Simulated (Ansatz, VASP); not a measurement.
**Two plane-wave programs on Te3MoPt**

```
Te Mo Pt
1.0
     5.29986    0.00000    0.00000
     0.00000    5.29986    0.00000
     0.00000    0.00000    5.29986
Te Mo Pt
3 1 1
Cartesian
  2.6499 0.0000 2.6499
  0.0000 2.6499 2.6499
  2.6499 2.6499 0.0000
  0.0000 0.0000 0.0000
  2.6499 2.6499 2.6499
```

Change from the starting cell: species swapped into the KAgF3 type (Cmmm, No. 65).

Alike in both runs: functional PBE; k mesh 8 × 8 × 8; occupations gaussian, width 0.1 eV; collinear spin.

Ansatz relaxed the structure, and its values are those at the end. VASP's run is a single point on that final structure, the one shown.

|  | VASP | Ansatz |
| --- | --- | --- |
| version | VASP 6.6.1 | Ansatz 0.2.0 |
| potentials or method | VASP PAW PBE potentials, release 64 (Te, Mo_sv, Pt), cutoff 520 eV | scalar-relativistic, plane waves, PAW |
| valence electrons in the cell | 42 | 80 |

```csv
,VASP,Ansatz,Ansatz less VASP
gap on the k mesh at the Fermi level (eV),none,none,-
pressure (GPa),-0.1,0.0,+0.12
net moment per atom (μB),0.62,0.62,0.000
size of the moment on the site where the two differ most (μB),3.49,3.90,+0.418
```

Site moments also hang on the region over which each program counts them. A gap of «none» marks a metal or a gap that the smearing closes. VASP's potentials hold 42 valence electrons a cell and Ansatz's 80, so a difference there can come from the potentials and not from the codes.

Neither program's run includes spin-orbit coupling.
